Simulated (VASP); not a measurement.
Crystal: Cd4S3.

```
Cd S
1.0
     5.67679    0.00000    0.00000
     0.00000    5.67679    0.00000
     0.00000    0.00000    5.67679
Cd S
4 3
Direct
  0.28429 0.71571 0.28429
  0.71571 0.28429 0.28429
  0.28429 0.28429 0.71571
  0.71571 0.71571 0.71571
  0.00000 0.00000 0.50000
  0.50000 0.00000 0.00000
  0.00000 0.50000 0.00000
```

The cell was generated, and may not be a known phase.

| Quantity | Value |
| --- | --- |
| Program | VASP 6.6.1 |
| Task | relaxation of cell and atoms |
| Functional | PBE |
| Potentials or basis | VASP PAW PBE potentials, release 64 (Cd_sv_GW, S) |
| Cutoff | 630 eV |
| k mesh | 3 × 3 × 3 |
| Occupations | gaussian, width 0.2 eV |
| Spin | no spin polarisation |

At the start: pressure -1.9 GPa; volume 26.13 Å³/atom.

Question: Where does the relaxation end?

Answer: Over 5 steps the energy falls by 6.9 meV/atom and the volume is 24.99 Å³/atom (-4.4 %); space group P-43m (No. 215, to 0.1 Å) before and after.

The path:
```csv
step,energy change (eV),largest force (eV/Å),pressure (GPa),volume (Å³)
1,0.0000,0.0842,-1.89,182.94
2,-0.0385,0.1644,0.42,174.91
3,-0.0406,0.1178,-0.04,176.35
4,-0.0430,0.0999,-0.03,175.99
5,-0.0482,0.0571,-0.01,174.90
```

Final structure:
```cif
data_structure
_symmetry_space_group_name_H-M 'P 1'
_symmetry_Int_Tables_number 1
_cell_length_a 5.5924
_cell_length_b 5.5924
_cell_length_c 5.5924
_cell_angle_alpha 90.000
_cell_angle_beta 90.000
_cell_angle_gamma 90.000
_cell_volume 174.90
loop_
_atom_site_label
_atom_site_type_symbol
_atom_site_fract_x
_atom_site_fract_y
_atom_site_fract_z
_atom_site_occupancy
Cd1 Cd 0.28617 0.71383 0.28617 1
Cd2 Cd 0.71383 0.28617 0.28617 1
Cd3 Cd 0.28617 0.28617 0.71383 1
Cd4 Cd 0.71383 0.71383 0.71383 1
S1 S 0.00000 0.00000 0.50000 1
S2 S 0.50000 0.00000 0.00000 1
S3 S 0.00000 0.50000 0.00000 1
```

Caveat: the relaxation stopped at a loose force limit of 0.08 eV/Å, so its end isn't a converged minimum.
